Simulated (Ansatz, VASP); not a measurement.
# B in VASP and in Ansatz

Contents of INCAR:

```
SYSTEM = B
ALGO = Normal ; EDIFF = 1E-7
EDIFFG = -0.04 ; ENCUT = 600
GGA = PS ; IBRION = 2
ISIF = 3 ; ISMEAR = 0
LASPH = .True. ; LCHARG = .False.
LREAL = Auto ; LWAVE = .False.
NELM = 60 ; NSW = 90
PREC = Accurate ; SIGMA = 0.1
```

KPOINTS

```
k-points
0
Gamma
  6 6 6
  0 0 0
```

File POSCAR:

```
B
1.0
    2.7970008425      1.6148491893      4.0252000000
   -2.7970008425      1.6148491893      4.0252000000
    0.0000000000     -3.2296983787      4.0252000000
B
15
Direct
    0.5000000000      0.5000000000      0.5000000000
    0.8039000000      0.3161000000      0.8039000000
    0.8039000000      0.8039000000      0.3161000000
    0.3161000000      0.8039000000      0.8039000000
    0.1961000000      0.6839000000      0.1961000000
    0.6839000000      0.1961000000      0.1961000000
    0.1961000000      0.1961000000      0.6839000000
    0.0060000000      0.3295000000      0.0060000000
    0.0060000000      0.0060000000      0.3295000000
    0.3295000000      0.0060000000      0.0060000000
    0.9940000000      0.6705000000      0.9940000000
    0.6705000000      0.9940000000      0.9940000000
    0.9940000000      0.9940000000      0.6705000000
    0.6192000000      0.6192000000      0.6192000000
    0.3808000000      0.3808000000      0.3808000000
```

Input for Ansatz:

```yaml
crystal:
  lattice:
    - [2.7970008425, 1.6148491893, 4.0252]
    - [-2.7970008425, 1.6148491893, 4.0252]
    - [0.0, -3.2296983787, 4.0252]
  atoms:
    - { symbol: B, position: [0.5, 0.5, 0.5] }
    - { symbol: B, position: [0.8039, 0.3161, 0.8039] }
    - { symbol: B, position: [0.8039, 0.8039, 0.3161] }
    - { symbol: B, position: [0.3161, 0.8039, 0.8039] }
    - { symbol: B, position: [0.1961, 0.6839, 0.1961] }
    - { symbol: B, position: [0.6839, 0.1961, 0.1961] }
    - { symbol: B, position: [0.1961, 0.1961, 0.6839] }
    - { symbol: B, position: [0.006, 0.3295, 0.006] }
    - { symbol: B, position: [0.006, 0.006, 0.3295] }
    - { symbol: B, position: [0.3295, 0.006, 0.006] }
    - { symbol: B, position: [0.994, 0.6705, 0.994] }
    - { symbol: B, position: [0.6705, 0.994, 0.994] }
    - { symbol: B, position: [0.994, 0.994, 0.6705] }
    - { symbol: B, position: [0.6192, 0.6192, 0.6192] }
    - { symbol: B, position: [0.3808, 0.3808, 0.3808] }
basis:
  ecutwfc: 420
kpoints:
  mp_grid: { grid: [6, 6, 6] }
hamiltonian:
  xc: pbesol
scf:
  occupations: { method: gaussian, width: 0.1 }
  lower_state_search: "off"
output:
  forces: true
  stress: true
  eigenvalues: true
relax:
  adjacent_minimum: "off"
  f_tol: 0.04
  max_steps: 70
  cell: { stress_tol: 0.4 }
```

Alike in both runs: task relaxation of cell and atoms; functional PBEsol; k mesh 6 × 6 × 6; occupations gaussian, width 0.1 eV; no spin polarisation.

|  | VASP | Ansatz |
| --- | --- | --- |
| version | VASP 6.6.1 | Ansatz 0.2.0 |
| potentials or method | VASP PAW PBE potentials, release 64 (B), cutoff 600 eV | scalar-relativistic, plane waves, PAW |
| valence electrons in the cell | 45 | 45 |

VASP gave:

```
gap on the k mesh at the Fermi level, each at its own relaxed structure (eV) : none
relaxed volume (Å³/atom)                                                     : 7.69
relaxed cell length with the largest relative difference (Å)                 : 5.196
```

Task: Which values does Ansatz return?

Result: gap on the k mesh at the Fermi level, each at its own relaxed structure (eV): none; relaxed volume (Å³/atom): 7.68; relaxed cell length with the largest relative difference (Å): 5.191.

VASP's potentials were made for PBE, not for PBEsol. A gap of «none» marks a metal or a gap that the smearing closes.
